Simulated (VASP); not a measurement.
Set up this calculation in VASP 6.6.1, as the native input.

- Task: single point
- Functional: r2SCAN
- Potentials or basis: VASP PAW PBE potentials, release 64 (Y_sv)
- Cutoff: 520 eV
- k mesh: 8 × 8 × 8
- Occupations: fermi-dirac, width 0.05 eV
- Spin: no spin polarisation
- Dipole correction: no
- Further INCAR settings: ALGO = Normal; EDIFF = 1e-07; NBANDS = 12

The system is Y.

```
Y
1.0
     1.90360    1.90360    1.90360
    -1.90360    1.90360    1.90360
    -1.90360   -1.90360    1.90360
Y
1
Direct
  0.00000 0.00000 0.00000
```

The input as run:

POSCAR

```
Y
1.0
    1.9036028815      1.9036028815      1.9036028815
   -1.9036028815      1.9036028815      1.9036028815
   -1.9036028815     -1.9036028815      1.9036028815
Y
1
Direct
    0.0000000000      0.0000000000      0.0000000000
```

INCAR.step1

```
PREC = Accurate
ENCUT = 520
ISMEAR = -1
SIGMA = 0.05
LREAL = False
LASPH = True
NELM = 100
NBANDS = 12
GGA = PE
ALGO = Normal
EDIFF = 1E-4
LWAVE = True
LCHARG = False
```

INCAR.step2

```
PREC = Accurate
ENCUT = 520
EDIFF = 1E-7
ISMEAR = -1
SIGMA = 0.05
LREAL = False
LASPH = True
NELM = 100
ALGO = Normal
ISIF = 2
LWAVE = False
LCHARG = False
METAGGA = R2SCAN
LMIXTAU = True
NBANDS = 12
ISTART = 1
```

KPOINTS

```
Automatic mesh
0
Gamma
  8 8 8
```

Potentials or basis: VASP PAW PBE potentials, release 64 (Y_sv).

Launch:

```bash
$ cat potpaw_PBE.64/Y_sv/POTCAR > POTCAR
$ cp INCAR.step1 INCAR
$ mpirun -np 1 vasp_std > vasp.out
$ cp INCAR.step2 INCAR
$ mpirun -np 1 vasp_std > vasp.out
```

It gave:

* Pressure: 10.1 GPa

Caveat: the PAW data sets were made with another functional, which shifts forces and pressure a little.

Run time: 43 s on 1 thread of Intel(R) Xeon(R) Platinum 8488C (Sapphire Rapids) (shared host), peak memory 0.18 GiB.
